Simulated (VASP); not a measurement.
# Si3Mo (Pm-3n) in VASP: notebook, part 2 of 2

VASP 6.6.1.

### Step 4. Single point, PBE

INCAR reads:

```
SYSTEM = Si3Mo
  PREC = Accurate
  ENCUT = 520
  EDIFF = 1E-6
  ISMEAR = 0
  SIGMA = 0.1
  LREAL = .FALSE.
  LASPH = .TRUE.
  NELM = 80
  ALGO = Normal
  ISIF = 2
  LWAVE = .FALSE.
  LCHARG = .TRUE.
  GGA = PE
  LELF = .TRUE.
  LVHAR = .TRUE.
  NBANDS = 36
```

KPOINTS reads:

```
Automatic mesh
0
G
  8 8 8
  0 0 0
```

POSCAR reads:

```
Si3Mo
1.0
    4.8119896195      0.0000000000      0.0000000000
    0.0000000000      4.8119896195      0.0000000000
    0.0000000000      0.0000000000      4.8119896195
Si Mo
6 2
Direct
    0.2500000000      0.0000000000      0.5000000000
    0.5000000000      0.7500000000      0.0000000000
    0.7500000000      0.0000000000      0.5000000000
    0.5000000000      0.2500000000      0.0000000000
    0.0000000000      0.5000000000      0.7500000000
    0.0000000000      0.5000000000      0.2500000000
    0.0000000000      0.0000000000      0.0000000000
    0.5000000000      0.5000000000      0.5000000000
```

Potentials or basis: VASP PAW PBE potentials, release 64 (Si, Mo_sv).

On the command line:

```console
$ cat potpaw_PBE.64/Si/POTCAR potpaw_PBE.64/Mo_sv/POTCAR > POTCAR
$ mpirun -np 1 vasp_std > vasp.out
```

OUTCAR:

```text
SYSTEM = Si3Mo
   PREC = Accurate
   ENCUT = 520
   EDIFF = 1E-6
   ISMEAR = 0
   LREAL = .FALSE.
   LASPH = .TRUE.
   NELM = 80
   ISIF = 2
   GGA = PE

 ion  position               nearest neighbor table
   1  0.250  0.000  0.500-   3 2.41   3 2.41   8 2.69   7 2.69   8 2.69   7 2.69   4 2.95   2 2.95
                             4 2.95   5 2.95   5 2.95   6 2.95   6 2.95   2 2.95
   2  0.500  0.750  0.000-   4 2.41   4 2.41   8 2.69   8 2.69   7 2.69   7 2.69   1 2.95   1 2.95
                             3 2.95   5 2.95   6 2.95   5 2.95   6 2.95   3 2.95
   3  0.750  0.000  0.500-   1 2.41   1 2.41   8 2.69   7 2.69   8 2.69   7 2.69   4 2.95   2 2.95
                             4 2.95   5 2.95   5 2.95   6 2.95   6 2.95   2 2.95
   4  0.500  0.250  0.000-   2 2.41   2 2.41   8 2.69   8 2.69   7 2.69   7 2.69   3 2.95   1 2.95
                             3 2.95   5 2.95   6 2.95   5 2.95   6 2.95   1 2.95
   5  0.000  0.500  0.750-   6 2.41   6 2.41   8 2.69   7 2.69   7 2.69   8 2.69   3 2.95   4 2.95
                             1 2.95   3 2.95   1 2.95   2 2.95   4 2.95   2 2.95
   6  0.000  0.500  0.250-   5 2.41   5 2.41   8 2.69   7 2.69   7 2.69   8 2.69   3 2.95   4 2.95
                             1 2.95   3 2.95   1 2.95   2 2.95   4 2.95   2 2.95
   7  0.000  0.000  0.000-   1 2.69   2 2.69   3 2.69   4 2.69   5 2.69   6 2.69   1 2.69   3 2.69
                             5 2.69   6 2.69   2 2.69   4 2.69
   8  0.500  0.500  0.500-   1 2.69   2 2.69   3 2.69   4 2.69   5 2.69   6 2.69   2 2.69   4 2.69
                             1 2.69   3 2.69   5 2.69   6 2.69

  LATTYP: Found a simple cubic cell.
 ALAT       =     4.8119896195

  Lattice vectors:

 A1 = (   4.8119896195,   0.0000000000,   0.0000000000)
 A2 = (   0.0000000000,   4.8119896195,   0.0000000000)
 A3 = (   0.0000000000,   0.0000000000,   4.8119896195)

Analysis of symmetry for initial positions (statically):
=====================================================================
 Subroutine PRICEL returns:
 Original cell was already a primitive cell.

 Routine SETGRP: Setting up the symmetry group for a
 simple cubic supercell.

 Subroutine GETGRP returns: Found 48 space group operations
 (whereof 24 operations were pure point group operations)
 out of a pool of 48 trial point group operations.

The static configuration has the point symmetry T_h .
[... 153 lines left out ...]
   LHFCALC =     F    Hartree Fock is set to
   AEXX    =    0.0000 exact exchange contribution
   IVDW    =     0    specifies the selected vdW correction
   LEPSILON=     F    determine dielectric tensor
   LRPA    =     F    only Hartree local field effects (RPA)
 non-spin polarized calculation
 Gauss-broadening in eV      SIGMA  =   0.10
  energy-cutoff  :      520.00
  volume of cell :      111.42
 maximum number of plane-waves:      3028
 NGX is ok and might be reduce to    36
   NGX = 17   NGY = 17   NGZ = 17

 number of electron      52.0000010 magnetization

 Free energy of the ion-electron system (eV)
  ---------------------------------------------------
  ext. energy  EPLUGINS =         0.00000000
  ---------------------------------------------------
  free energy    TOTEN  =       -54.24713472 eV

  energy without entropy =      -54.22560001  energy(sigma->0) =      -54.23636736

 E-fermi :  11.2821     XC(G=0): -12.0159

 val. band max:       11.2767259706   @ k =   0.1250   0.1250   0.0000
 cond. band min:      11.2841483805   @ k =   0.5000   0.0000   0.0000
 fundamental gap:      0.0074224099
 Fermi energy:        11.2821452725

 k-point     1 :       0.0000    0.0000    0.0000
  band No.  band energies     occupation
      1     -48.9994      2.00000
      2     -48.9975      2.00000
      3     -23.1876      2.00000
      4     -23.1876      2.00000
      5     -23.1876      2.00000
      6     -23.1680      2.00000
[... 925 lines left out ...]
     35      15.5460      0.00000
     36      15.6985      0.00000

 [... further k-points ...]
[... 5 lines left out ...]
  --------------------------------------------------------------------------------------
  -------------------------------------------------------------------------------------
  Total        0.0973133      0.0973133      0.0973133      0.0000000      0.0000000     -0.0000000
  in kB        1.3992939      1.3992939      1.3992939      0.0000000      0.0000000     -0.0000000
  external PRESSURE =       1.3992939 kB  Pullay stress =       0.0000000 kB

 VOLUME and BASIS-vectors are now :
 -----------------------------------------------------------------------------
  energy-cutoff  :      520.00
  volume of cell :      111.42
      direct lattice vectors                 reciprocal lattice vectors
     4.811989620  0.000000000  0.000000000     0.207814247  0.000000000  0.000000000
     0.000000000  4.811989620  0.000000000     0.000000000  0.207814247  0.000000000
     0.000000000  0.000000000  4.811989620     0.000000000  0.000000000  0.207814247

 POSITION                                       TOTAL-FORCE (eV/Angst)
 -----------------------------------------------------------------------------------
      1.20300      0.00000      2.40599         0.000000     -0.000000      0.000000
      2.40599      3.60899      0.00000        -0.000000     -0.000000      0.000000
      3.60899      0.00000      2.40599        -0.000000     -0.000000     -0.000000
      2.40599      1.20300      0.00000        -0.000000      0.000000     -0.000000
      0.00000      2.40599      3.60899         0.000000      0.000000     -0.000000
      0.00000      2.40599      1.20300        -0.000000     -0.000000      0.000000
      0.00000      0.00000      0.00000         0.000000      0.000000      0.000000
      2.40599      2.40599      2.40599         0.000000      0.000000      0.000000
 -----------------------------------------------------------------------------------
    total drift:                                0.000000      0.000000      0.000000

  FREE ENERGIE OF THE ION-ELECTRON SYSTEM (eV)
  ---------------------------------------------------
  free  energy   TOTEN  =       -54.2471347175 eV

  energy  without entropy=      -54.2256000107  energy(sigma->0) =      -54.23636736
```

OSZICAR:

```text
N       E                     dE             d eps       ncg     rms          rms(c)
DAV:   1     0.326455715609E+03    0.32646E+03   -0.26294E+04  2712   0.135E+03
DAV:   2    -0.401164166594E+02   -0.36657E+03   -0.35455E+03  2912   0.336E+02
DAV:   3    -0.555019726685E+02   -0.15386E+02   -0.14900E+02  3268   0.574E+01
DAV:   4    -0.557650666791E+02   -0.26309E+00   -0.26128E+00  3100   0.723E+00
DAV:   5    -0.557686691752E+02   -0.36025E-02   -0.35986E-02  3076   0.865E-01    0.269E+01
DAV:   6    -0.549777104796E+02    0.79096E+00   -0.13084E+01  2960   0.169E+01    0.727E+00
DAV:   7    -0.544029041070E+02    0.57481E+00   -0.50812E+00  2876   0.102E+01    0.798E+00
DAV:   8    -0.542490387396E+02    0.15387E+00   -0.47860E-01  2852   0.389E+00    0.107E+00
DAV:   9    -0.542474414382E+02    0.15973E-02   -0.33033E-02  3300   0.767E-01    0.437E-01
DAV:  10    -0.542474460437E+02   -0.46055E-05   -0.41632E-03  3056   0.393E-01    0.240E-01
DAV:  11    -0.542471346763E+02    0.31137E-03   -0.12691E-03  2956   0.195E-01    0.164E-02
DAV:  12    -0.542471352151E+02   -0.53877E-06   -0.47802E-05  3152   0.350E-02    0.233E-02
DAV:  13    -0.542471347175E+02    0.49752E-06   -0.88301E-07  1896   0.542E-03
   1 F= -.54247135E+02 E0= -.54236367E+02  d E =-.215347E-01
```

Run time: 75 s. Hardware: 1 thread of Intel Xeon Platinum 8375C at 2.90GHz (Ice Lake), shared host; peak memory 0.26 GiB.

Results:

| Item | Value |
| --- | --- |
| Free energy | -54.2471 eV |
| Pressure | 0.1 GPa |
| Band gap on the k mesh | zero (band 26 reaches 11.57 eV, above the bottom of band 27 at 10.67 eV) |

### Step 5. Summary

```csv
cell,k mesh,gap on the mesh (eV),pressure (GPa)
"a = 4.814 Å, 8 atoms",4 × 4 × 4,none,0.0
"a = 5.045 Å, 8 atoms",4 × 4 × 4,none,-16.9
"a = 4.812 Å, 8 atoms",8 × 8 × 8,none,0.1
```

Alike in all rows: task single point; level PBE; potentials or basis VASP PAW PBE potentials, release 64 (Si, Mo_sv); no spin polarisation; cutoff (eV) 520; smearing gaussian 0.1 eV.

Absolute energies hang on the potentials; compare differences alone.
